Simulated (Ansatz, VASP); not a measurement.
Given: the input of a run of Ansatz 0.2.0 on Ir.

File input.yaml:

```yaml
crystal:
  lattice:
    - [2.8053401807, 0.0, 0.0]
    - [-1.4026700903, 2.4294958627, 0.0]
    - [0.0, 0.0, 4.5498081014]
  atoms:
    - { symbol: Ir, position: [0.3333333333, 0.6666666667, 0.25] }
    - { symbol: Ir, position: [0.6666666667, 0.3333333333, 0.75] }
kpoints:
  mp_grid: { grid: [11, 11, 6] }
scf:
  occupations: { method: fermi_dirac, width: 0.05 }
hamiltonian:
  xc: lda
  pseudopotentials: { kind: all_electron, lapw: { basis_error: 0.001 } }
output:
  forces: true
  stress: true
  eigenvalues: true
```

Potentials or basis: all-electron LAPW, scalar-relativistic.

Command:

```bash
$ ansatz run input.yaml --threads 1 --pin off --max-ram 3072MiB --backend cpu --events-out ev --progress --plain --runs-dir out
```

Question: Set up the same calculation for VASP 6.6.1. Potentials there: VASP PAW LDA potentials, release 64 (Ir).

Answer: As run (the cutoff follows the program's own potentials):

Contents of INCAR:

```
  PREC = Accurate
  ENCUT = 520
  EDIFF = 1E-6
  ISMEAR = -1
  SIGMA = 0.05
  LREAL = False
  LASPH = True
  NELM = 100
  ALGO = Fast
  ISIF = 2
  LWAVE = False
  LCHARG = False
  GGA = CA
  NBANDS = 16
```

File KPOINTS:

```
Automatic mesh
0
Gamma
  11 11 6
```

Contents of POSCAR:

```
Ir
1.0
    2.8053401807      0.0000000000      0.0000000000
   -1.4026700903      2.4294958627      0.0000000000
    0.0000000000      0.0000000000      4.5498081014
Ir
2
Direct
    0.3333333333      0.6666666667      0.2500000000
    0.6666666667      0.3333333333      0.7500000000
```

Potentials or basis: VASP PAW LDA potentials, release 64 (Ir).

Run with:

```bash
$ cat potpaw_LDA.64/Ir/POTCAR > POTCAR
$ mpirun -np 1 vasp_std > vasp.out
```

Both were run:

|  | VASP | Ansatz | Ansatz less VASP |
| --- | --- | --- | --- |
| gap on the k mesh at the Fermi level (eV) | none | none | - |
| pressure (GPa) | -31.4 | -33.0 | -1.61 |
| traceless stress, the component that is largest in VASP (GPa) | -0.58 | -0.66 | -0.076 |

LDA's correlation is that of Perdew and Zunger in VASP and of Perdew and Wang (1992) in Ansatz. A gap of «none» marks a metal or a gap that the smearing closes. Both programs put the cell under strong tension, so it lies far from rest at this level. Ansatz ran all-electron here, and VASP with PAW potentials.

Spin-orbit coupling is off throughout. Noted on VASP's run: the cell as given lies far from equilibrium.
